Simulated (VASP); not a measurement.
# Ag (Fm-3m) in VASP: a series of runs

Aim: see how the results for Ag move with the level of theory and the settings. Levels: HF, r2SCAN. Tasks: single point.

All numbers are computed with VASP 6.6.1; they aren't measurements. Logs are shortened: lines on timing, memory, paths and dates and some standing lists are left out, and cuts for length are marked.

### Step 1. The cell of the first run

Symmetry: Fm-3m, No. 225, cubic system. Conventional cell: a = 4.491 Å, b = 4.491 Å, c = 4.491 Å, α = 90.00°, β = 90.00°, γ = 90.00°. Ag (site symmetry m-3m) has 12 Ag at 3.18 Å within 4.2 Å.

### Step 2. Single point, HF

Contents of POSCAR:

```
Ag
1.0
    0.0000000000      2.2456522997      2.2456522997
    2.2456522997      0.0000000000      2.2456522997
    2.2456522997      2.2456522997      0.0000000000
Ag
1
Direct
    0.0000000000      0.0000000000      0.0000000000
```

Contents of INCAR.step1:

```
SYSTEM = Ag
PREC = Accurate
ENCUT = 520
EDIFF = 1E-5
ISMEAR = -1
SIGMA = 0.05
LREAL = .False.
LASPH = .True.
NELM = 80
ALGO = Normal
ISIF = 2
LWAVE = .True.
NBANDS = 12
GGA = PE
```

Contents of INCAR.step2:

```
SYSTEM = Ag
PREC = Accurate
ENCUT = 520
EDIFF = 1E-6
ISMEAR = -1
SIGMA = 0.05
LREAL = .False.
LASPH = .True.
NELM = 80
ALGO = Normal
ISIF = 2
LWAVE = .False.
LCHARG = .True.
GGA = PE
LHFCALC = .True.
AEXX = 1.0
ALDAC = 0.0
AGGAC = 0.0
PRECFOCK = Normal
LELF = .True.
LVHAR = .True.
NBANDS = 12
ISTART = 1
```

Contents of KPOINTS:

```
regular mesh
0
Gamma
  6 6 6
  0 0 0
```

Potentials or basis: VASP PAW PBE potentials, release 64 (Ag).

The run is started by

```console
$ cat potpaw_PBE.64/Ag/POTCAR > POTCAR
$ cp INCAR.step1 INCAR
$ mpirun -np 1 vasp_std > vasp.out
$ cp INCAR.step2 INCAR
$ mpirun -np 1 vasp_std > vasp.out
```

OUTCAR:

```text
SYSTEM = Ag
   PREC = Accurate
   ENCUT = 520
   EDIFF = 1E-6
   ISMEAR = -1
   LREAL = .False.
   LASPH = .True.
   NELM = 80
   ISIF = 2
   GGA = PE
   LHFCALC = .True.
   AEXX = 1.0
   PRECFOCK = Normal
   ISTART = 1

 ion  position               nearest neighbor table
   1  0.000  0.000  0.000-

  LATTYP: Found a face centered cubic cell.
 ALAT       =     4.4913045994

  Lattice vectors:

 A1 = (   0.0000000000,   2.2456522997,   2.2456522997)
 A2 = (   2.2456522997,   0.0000000000,   2.2456522997)
 A3 = (   2.2456522997,   2.2456522997,   0.0000000000)

Analysis of symmetry for initial positions (statically):
=====================================================================
 Subroutine PRICEL returns:
 Original cell was already a primitive cell.

 Routine SETGRP: Setting up the symmetry group for a
 face centered cubic supercell.

 Subroutine GETGRP returns: Found 48 space group operations
 (whereof 48 operations were pure point group operations)
 out of a pool of 48 trial point group operations.

The static configuration has the point symmetry O_h .

Analysis of symmetry for dynamics (positions and initial velocities):
=====================================================================
 Subroutine PRICEL returns:
 Original cell was already a primitive cell.

 Routine SETGRP: Setting up the symmetry group for a
 face centered cubic supercell.

 Subroutine GETGRP returns: Found 48 space group operations
 (whereof 48 operations were pure point group operations)
 out of a pool of 48 trial point group operations.

The dynamic configuration has the point symmetry O_h .

 Subroutine INISYM returns: Found 48 space group operations
 (whereof 48 operations are pure point group operations),
 and found     1 'primitive' translations

----------------------------------------------------------------------------------------

                                     Primitive cell

  volume of cell :      22.6494

  direct lattice vectors                    reciprocal lattice vectors
     0.000000000  2.245652300  2.245652300    -0.222652456  0.222652456  0.222652456
     2.245652300  0.000000000  2.245652300     0.222652456 -0.222652456  0.222652456
     2.245652300  2.245652300  0.000000000     0.222652456  0.222652456 -0.222652456

  length of vectors
[... 83 lines left out ...]
   NUPDOWN=      -1.0000    fix difference up-down
   EMIN   =  10.00;   EMAX   =-10.00  energy-range for DOS
   EFERMI =   0.00;   METHOD = LEGACY
   ISMEAR =    -1;   SIGMA  =   0.05  broadening in eV -4-tet -1-fermi 0-gaus
   EFERMI_NEDOS =   21; number of points for ismear=-14 and -15
   IALGO  =     38    algorithm
   IMIX   =      1    mixing-type and parameters
     AMIX     =   0.40;   BMIX     =  1.00
     AMIX_MAG =   1.60;   BMIX_MAG =  1.00
  volume/ion in A,a.u.               =      22.65       152.85
  Fermi-wavevector in a.u.,A,eV,Ry     =   1.286826  2.431749 22.530181  1.655922
  Thomas-Fermi vector in A             =   2.418877
   LORBIT       =      0    0 simple, 1 ext, 2 COOP (PROOUT), +10 PAW based schemes
   GGA     = PE    functional components
   LHFCALC =     T    Hartree Fock is set to
   PRECFOCK=normal    Normal, Fast or Accurate (Low or Medium for compatibility)
   ENCUT4O =  -1.0   cutoff for four orbital integrals eV
   NKREDX  =     1    reduce k-point grid by
   NKREDY  =     1    reduce k-point grid by
   NKREDZ  =     1    reduce k-point grid by
   AEXX    =    1.0000 exact exchange contribution
   HFSCREEN=    0.0000 screening length (either q_TF or 0.3 A-1)
   HFSCREENC=   0.0000 screening length for correlation (either q_TF or 0.3 A-1)
   ENCUTFOCK=  -1.0 apply spherical cutoff to Coloumb kernel
   IVDW    =     0    specifies the selected vdW correction
   LEPSILON=     F    determine dielectric tensor
   LRPA    =     F    only Hartree local field effects (RPA)
 non-spin polarized calculation
  energy-cutoff  :      520.00
  volume of cell :       22.65
 maximum number of plane-waves:       620
  NGX = 18; NGY = 18; NGZ = 18

 number of electron      10.9999996 magnetization

 Free energy of the ion-electron system (eV)
  ---------------------------------------------------
  ext. energy  EPLUGINS =         0.00000000
  ---------------------------------------------------
  free energy    TOTEN  =        -3.17534898 eV

  energy without entropy =       -3.16966298  energy(sigma->0) =       -3.17250598

 E-fermi :   5.2271     XC(G=0):   0.0000

 val. band max:        5.1603519663   @ k =   0.5000   0.3333   0.1667
 cond. band min:       8.1642722316   @ k =   0.5000   0.0000   0.0000
 fundamental gap:      3.0039202653
 Fermi energy:         5.2271020208

 k-point     1 :       0.0000    0.0000    0.0000
  band No.  band energies     occupation
      1      -4.9755      2.00000
      2      -4.9755      2.00000
      3      -4.9755      2.00000
      4      -4.3208      2.00000
      5      -4.2698      2.00000
      6      -4.2698      2.00000
      7      26.2294      0.00000
      8      28.8278      0.00000
      9      28.8278      0.00000
     10      28.8278      0.00000
     11      32.6037      0.00000
     12      33.3344      0.00000
[... 211 lines left out ...]
 k-point    16 :      -0.3333    0.5000    0.1667
  band No.  band energies     occupation
      1      -5.5895      2.00000
      2      -5.5206      2.00000
      3      -4.2461      2.00000
      4      -3.9757      2.00000
      5      -3.3545      2.00000
      6      12.9093      0.00000
      7      15.6938      0.00000
      8      17.1508      0.00000
      9      17.7872      0.00000
     10      28.9362      0.00000
     11      30.1074      0.00000
     12      34.7757      0.00000

------------------------ aborting loop because EDIFF is reached ----------------------------------------

  FORCE on cell =-STRESS in cart. coord.  units (eV):
  Direction    XX          YY          ZZ          XY          YZ          ZX
  --------------------------------------------------------------------------------------
  -------------------------------------------------------------------------------------
  Total       -0.0798010     -0.0798010     -0.0798010     -0.0000000     -0.0000000      0.0000000
  in kB       -5.6449685     -5.6449685     -5.6449685     -0.0000000     -0.0000000      0.0000000
  external PRESSURE =      -5.6449685 kB  Pullay stress =       0.0000000 kB

 VOLUME and BASIS-vectors are now :
 -----------------------------------------------------------------------------
  energy-cutoff  :      520.00
  volume of cell :       22.65
      direct lattice vectors                 reciprocal lattice vectors
     0.000000000  2.245652300  2.245652300    -0.222652456  0.222652456  0.222652456
     2.245652300  0.000000000  2.245652300     0.222652456 -0.222652456  0.222652456
     2.245652300  2.245652300  0.000000000     0.222652456  0.222652456 -0.222652456

 POSITION                                       TOTAL-FORCE (eV/Angst)
 -----------------------------------------------------------------------------------
      0.00000      0.00000      0.00000         0.000000      0.000000      0.000000
 -----------------------------------------------------------------------------------
    total drift:                                0.000000     -0.000000     -0.000000

  FREE ENERGIE OF THE ION-ELECTRON SYSTEM (eV)
  ---------------------------------------------------
  free  energy   TOTEN  =        -3.1753489824 eV

  energy  without entropy=       -3.1696629808  energy(sigma->0) =       -3.17250598
```

OSZICAR.step1:

```text
N       E                     dE             d eps       ncg     rms          rms(c)
DAV:   1     0.510883673370E+02    0.51088E+02   -0.53520E+03   384   0.799E+02
DAV:   2    -0.183181929181E+01   -0.52920E+02   -0.50416E+02   432   0.182E+02
DAV:   3    -0.261647503874E+01   -0.78466E+00   -0.78331E+00   464   0.236E+01
DAV:   4    -0.261881055660E+01   -0.23355E-02   -0.23355E-02   440   0.137E+00
DAV:   5    -0.261883248415E+01   -0.21928E-04   -0.21927E-04   460   0.126E-01    0.266E+00
DAV:   6    -0.247171360932E+01    0.14712E+00   -0.67234E-01   436   0.705E+00    0.198E+00
DAV:   7    -0.247034493248E+01    0.13687E-02   -0.27149E-03   440   0.552E-01    0.118E+00
DAV:   8    -0.246976335897E+01    0.58157E-03   -0.80979E-04   444   0.254E-01    0.415E-02
DAV:   9    -0.246978252960E+01   -0.19171E-04   -0.12997E-05   452   0.284E-02    0.132E-02
DAV:  10    -0.246978663575E+01   -0.41062E-05   -0.35033E-06   264   0.172E-02
   1 F= -.24697866E+01 E0= -.24668633E+01  d E =-.584673E-02
```

Run time: 7.8 min. Hardware: 1 thread of Intel Xeon 6975P-C (Granite Rapids), shared host; peak memory 0.15 GiB.

What came out:

| Item | Value |
| --- | --- |
| Free energy | -3.1753 eV |
| Pressure | -0.6 GPa |

Levels at points of the mesh, in eV from the Fermi level:
```tsv
k point	band 2	band 3	band 4	band 5	band 6	band 7	band 8	band 9	band 10	band 11
(0.00, 0.00, 0.00)	-10.20	-10.20	-9.55	-9.50	-9.50	21.00	23.60	23.60	23.60	27.38
(0.50, 0.00, 0.00)	-10.21	-10.21	-8.79	-8.79	2.94	6.30	20.00	21.79	21.79	25.66
(0.50, 0.50, 0.00)	-11.19	-8.88	-8.58	-8.58	5.65	9.91	15.08	15.08	20.27	20.40
```

Caveat: the k points lie up to 0.40 Å⁻¹ apart; the PAW data sets were made with another functional, which shifts forces and pressure a little.

### Step 3. Single point, r2SCAN

This run uses another cell than the first one, of 17.05 Å³/atom, 0.753 times its volume.

Contents of POSCAR:

```
Ag
1.0
    0.0000000000      2.0427500000      2.0427500000
    2.0427500000      0.0000000000      2.0427500000
    2.0427500000      2.0427500000      0.0000000000
Ag
1
Direct
    0.0000000000      0.0000000000      0.0000000000
```

Contents of INCAR.step1:

```
PREC = Accurate ; ENCUT = 520
ISMEAR = 1 ; SIGMA = 0.05
LREAL = False ; LASPH = True
NELM = 100 ; NBANDS = 12
GGA = PE ; ALGO = Normal
EDIFF = 1E-4 ; LWAVE = True
LCHARG = False
```

Contents of INCAR.step2:

```
PREC = Accurate ; ENCUT = 520
EDIFF = 1E-7 ; ISMEAR = 1
SIGMA = 0.05 ; LREAL = False
LASPH = True ; NELM = 100
ALGO = Normal ; ISIF = 2
LWAVE = False ; LCHARG = False
METAGGA = R2SCAN ; LMIXTAU = True
NBANDS = 12 ; ISTART = 1
```

Contents of KPOINTS:

```
Automatic mesh
0
Gamma
  8 8 8
```

Potentials or basis: VASP PAW PBE potentials, release 64 (Ag).

The run is started by

```console
$ cat potpaw_PBE.64/Ag/POTCAR > POTCAR
$ cp INCAR.step1 INCAR
$ mpirun -np 1 vasp_std > vasp.out
$ cp INCAR.step2 INCAR
$ mpirun -np 1 vasp_std > vasp.out
```

Wall time 37 s (1 thread of Intel Xeon 8259CL, shared host); peak memory 0.15 GiB.

Results (log left out):

- Free energy: -21.3244 eV
- Pressure: 2.2 GPa

Levels at points of the mesh, in eV from the Fermi level:
| k point | band 3 | band 4 | band 5 | band 6 | band 7 | band 8 | band 9 | band 10 |
| --- | --- | --- | --- | --- | --- | --- | --- | --- |
| (0.00, 0.00, 0.00) | -4.86 | -4.86 | -3.81 | -3.81 | 16.94 | 20.66 | 20.66 | 20.66 |
| (0.50, 0.00, 0.00) | -4.88 | -2.99 | -2.99 | -0.06 | 3.99 | 16.17 | 18.90 | 18.90 |
| (0.50, 0.50, 0.00) | -3.03 | -2.78 | -2.78 | 2.01 | 7.26 | 11.42 | 11.42 | 17.97 |

Caveat: the PAW data sets were made with another functional, which shifts forces and pressure a little.

### Step 4. Single point, r2SCAN

This run uses another cell than the first one, of 17.05 Å³/atom, 0.753 times its volume.

POSCAR is that of step 3.

Contents of INCAR.step1:

```
ALGO = Normal
EDIFF = 1E-4
ENCUT = 520
GGA = PE
ISMEAR = 1
LASPH = T
LCHARG = F
LREAL = F
LWAVE = T
NBANDS = 12
NELM = 100
PREC = Accurate
SIGMA = 0.05
```

Contents of INCAR.step2:

```
ALGO = Normal
EDIFF = 1E-7
ENCUT = 520
ISIF = 2
ISMEAR = 1
ISTART = 1
LASPH = T
LCHARG = T
LELF = T
LMIXTAU = T
LREAL = F
LVHAR = T
LWAVE = F
METAGGA = R2SCAN
NBANDS = 12
NELM = 100
PREC = Accurate
SIGMA = 0.05
```

Contents of KPOINTS:

```
k-points
0
Gamma
  10 10 10
```

The run is started by

```console
$ cat potpaw_PBE.64/Ag/POTCAR > POTCAR
$ cp INCAR.step1 INCAR
$ mpirun -np 1 vasp_std > vasp.out
$ cp INCAR.step2 INCAR
$ mpirun -np 1 vasp_std > vasp.out
```

Wall time 76 s (1 thread of Intel Xeon 8259CL, shared host); peak memory 0.15 GiB.

The run converged. Its results:

```yaml
Free_energy: -21.3416 eV
Pressure: 1.9 GPa
```

Levels at points of the mesh, in eV from the Fermi level:
```csv
k point,band 2,band 3,band 4,band 5,band 6,band 7,band 8,band 9,band 10,band 11
"(0.00, 0.00, 0.00)",-5.16,-5.16,-5.16,-4.11,-4.11,16.64,20.36,20.36,20.36,25.32
"(0.50, 0.00, 0.00)",-5.19,-5.19,-3.30,-3.30,-0.36,3.69,15.87,18.60,18.60,23.59
"(0.50, 0.50, 0.00)",-6.69,-3.33,-3.08,-3.08,1.71,6.96,11.12,11.12,17.67,17.84
```

Caveat: the PAW data sets were made with another functional, which shifts forces and pressure a little.

### Step 5. The runs side by side

| level | cell | k mesh | smearing | grid for exact exchange (PRECFOCK) | gap on the mesh (eV) | pressure (GPa) |
| --- | --- | --- | --- | --- | --- | --- |
| HF | a = 3.176 Å, angles 60.0°, 1 atom | 6 × 6 × 6 | fermi-dirac 0.05 eV | Normal | none | -0.6 |
| r2SCAN | a = 2.889 Å, angles 60.0°, 1 atom | 8 × 8 × 8 | methfessel-paxton 0.05 eV | - | none | 2.2 |
| r2SCAN | a = 2.889 Å, angles 60.0°, 1 atom | 10 × 10 × 10 | methfessel-paxton 0.05 eV | - | none | 1.9 |

Alike in all rows: task single point; potentials or basis VASP PAW PBE potentials, release 64 (Ag); no spin polarisation; cutoff (eV) 520.

Caveats: some runs use coarse meshes; the PAW data sets were made with another functional, which shifts forces and pressure a little.

Total energies depend on the potentials used, so only differences within one code and one set of settings carry meaning.
